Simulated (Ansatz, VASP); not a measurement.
**One calculation of Sn2Bi, two programs**

```
Sn Bi
1.0
    -3.52700    3.52700    3.14278
     3.52700   -3.52700    3.14278
     3.52700    3.52700   -3.14278
Sn Bi
4 2
Direct
  0.66500 0.16500 0.83000
  0.16500 0.33500 0.50000
  0.33500 0.83500 0.17000
  0.83500 0.66500 0.50000
  0.25000 0.25000 0.00000
  0.75000 0.75000 0.00000
```

Alike in both runs: task single point; functional r2SCAN; k mesh 4 × 4 × 4; no spin polarisation.

```csv
,VASP,Ansatz
version,VASP 6.6.1,Ansatz 0.2.0
potentials or method,"VASP PAW PBE potentials, release 64 (Sn_d, Bi_d), cutoff 520 eV",PAW plane waves
occupations,"methfessel-paxton of order 1, width 0.1 eV","cold, width 0.1 eV"
valence electrons in the cell,86,86
```

|  | VASP | Ansatz | Ansatz less VASP |
| --- | --- | --- | --- |
| gap on the k mesh at the Fermi level (eV) | none | none | - |
| pressure (GPa) | 14.0 | 14.0 | -0.04 |
| traceless stress, the component that is largest in VASP (GPa) | -0.29 | -0.30 | -0.006 |
| rms of the force components (eV/Å) | 0.503 | 0.496 | -0.0068 |

VASP's potentials were made for PBE, not for r2SCAN. Atom by atom the forces differ by 0.007 eV/Å (rms over components). A gap of «none» marks a metal or a gap that the smearing closes.

Spin-orbit coupling is off throughout.
